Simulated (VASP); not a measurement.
Crystal: Sn.

```xyz
2
Lattice="2.2595 1.3045 4.1900 -2.2595 1.3045 4.1900 0.0000 -2.6091 4.1900" Properties=species:S:1:pos:R:3 pbc="T T T"
Sn    0.0000    0.0000    2.8602
Sn    0.0000    0.0000    9.7099
```

```yaml
Program: VASP 6.6.1
Task: relaxation of cell and atoms
Functional: PBE
Potentials_or_basis: VASP PAW PBE potentials, release 64 (Sn_d)
Cutoff: 600 eV
k_mesh: 6 × 6 × 6
Occupations: gaussian, width 0.1 eV
Spin: no spin polarisation
```

At the start: pressure -4.1 GPa; volume 37.05 Å³/atom.

**Question.** Where does the relaxation end?

**Answer.** Over 7 steps the energy falls by 222.3 meV/atom and the volume is 29.47 Å³/atom (-20.5 %); space group R-3m (No. 166, to 0.05 Å).

The path:
```
step  energy change (eV)  largest force (eV/Å)  pressure (GPa)  volume (Å³)
   1              0.0000                0.1444           -4.13        74.10
   2             -0.1603                0.7162           -0.42        64.32
   3             -0.1621                0.8033            0.35        63.19
   4             -0.2281                0.8238            0.58        61.30
   5             -0.3632                0.6081            3.60        55.77
   6             -0.4199                0.3284            2.08        57.13
   7             -0.4446                0.0255            0.11        58.94
```

Final structure:
```yaml
crystal:
  lattice:
    - [2.17113, 1.25350, 3.60949]
    - [-2.17113, 1.25350, 3.60949]
    - [0.00000, -2.50700, 3.60949]
  atoms:
    - { symbol: Sn, position: [0.25034, 0.25034, 0.25034] }
    - { symbol: Sn, position: [0.74966, 0.74966, 0.74966] }
```

Caveat: the volume moved by over 15 % at a fixed basis, so the end points are rough.
